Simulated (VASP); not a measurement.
Here is a VASP 6.6.1 calculation.

INCAR

```
SYSTEM = ZrB2
PREC     = Accurate       ! precision mode
ENCUT    = 520            ! plane-wave cutoff, eV
EDIFF    = 1E-7           ! SCF threshold, eV
ISMEAR   = 0              ! smearing method
SIGMA    = 0.1            ! smearing width, eV
LREAL    = .FALSE.        ! projectors in reciprocal space
LASPH    = .TRUE.         ! aspherical terms in the spheres
NELM     = 150            ! most SCF steps
ALGO     = Normal         ! electronic algorithm
ISIF     = 2              ! what is computed and relaxed
LWAVE    = .FALSE.        ! write WAVECAR
LCHARG   = .FALSE.        ! write CHGCAR
ISPIN    = 2              ! spin polarisation
MAGMOM   = 1 1 0 0 0 0    ! initial moments
LORBIT   = 11             ! projections on sites
LMAXMIX  = 4              ! l up to which the mixer works
GGA      = PE             ! functional
NBANDS   = 31             ! bands
```

File KPOINTS:

```
Automatic mesh
0
G
  6 6 6
  0 0 0
```

Contents of POSCAR:

```
ZrB2
1.0
    1.9892750268      1.1485084722      5.3623905145
   -1.9892750268      1.1485084722      5.3623905145
    0.0000000000     -2.2970169445      5.3623905145
Zr B
2 4
Direct
    0.2452158269      0.2452158269      0.2452158269
    0.7547841731      0.7547841731      0.7547841731
    0.5000000000      0.5000000000      0.5000000000
    0.0000000000      0.0000000000      0.0000000000
    0.1006334765      0.1006334765      0.1006334765
    0.8993665235      0.8993665235      0.8993665235
```

Potentials or basis: VASP PAW PBE potentials, release 64 (Zr_sv, B).

Command:

```bash
$ cat potpaw_PBE.64/Zr_sv/POTCAR potpaw_PBE.64/B/POTCAR > POTCAR
$ mpirun -np 1 vasp_std > vasp.out
```

(1) Predict the largest force.

(2) Estimate the net moment.

Answers

(1) 0.013 eV/Å.

(2) 0.00 μB per cell.
